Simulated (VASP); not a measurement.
Runs of VASP 6.6.1 on SiO2. The structure is that of space group P6_222 (No. 180), or close to it. The cells are those of the table. 

```tsv
level	cell	k mesh	gap on the mesh (eV)	pressure (GPa)	largest force (eV/Å)
PBE	a = 5.105, b = 5.105, c = 5.585 Å, angles 90.0, 90.0, 120.0°, 9 atoms	6 × 6 × 4	5.55	0.1	0.01
PBE	a = 5.205, b = 5.205, c = 5.694 Å, angles 90.0, 90.0, 120.0°, 9 atoms	6 × 6 × 4	(d)	-8.9	0.40
PBE	a = 5.054, b = 5.054, c = 5.528 Å, angles 90.0, 90.0, 120.0°, 9 atoms	6 × 6 × 4	(a)	5.8	0.22
r2SCAN	a = 5.109, b = 5.109, c = 5.596 Å, angles 90.0, 90.0, 120.0°, 9 atoms	6 × 6 × 4	6.13	-5.1	0.24
PBE	a = 5.059, b = 5.059, c = 5.541 Å, angles 90.0, 90.0, 120.0°, 9 atoms	6 × 6 × 6	5.72	5.0	0.21
r2SCAN	a = 4.956, b = 4.956, c = 5.428 Å, angles 90.0, 90.0, 120.0°, 9 atoms	6 × 6 × 4	(c)	13.5	0.53
r2SCAN	a = 5.059, b = 5.059, c = 5.541 Å, angles 90.0, 90.0, 120.0°, 9 atoms	6 × 6 × 4	6.30	0.2	0.01
PBE	a = 5.156, b = 5.156, c = 5.640 Å, angles 90.0, 90.0, 120.0°, 9 atoms	6 × 6 × 4	5.34	(b)	0.22
```

Alike in all rows: task single point; potentials or basis VASP PAW PBE potentials, release 64 (Si, O); no spin polarisation; cutoff (eV) 520; smearing gaussian 0.01 eV.

Estimate the missing entries.

(a) 5.74; (b) -4.7; (c) 6.58; (d) 5.11.

Caveats: the cell stands under tension (at least some runs); the cell stands under pressure (at least some runs); the PAW data sets were made with another functional, which shifts forces and pressure a little (at least some runs).

A k mesh can miss the band edges.
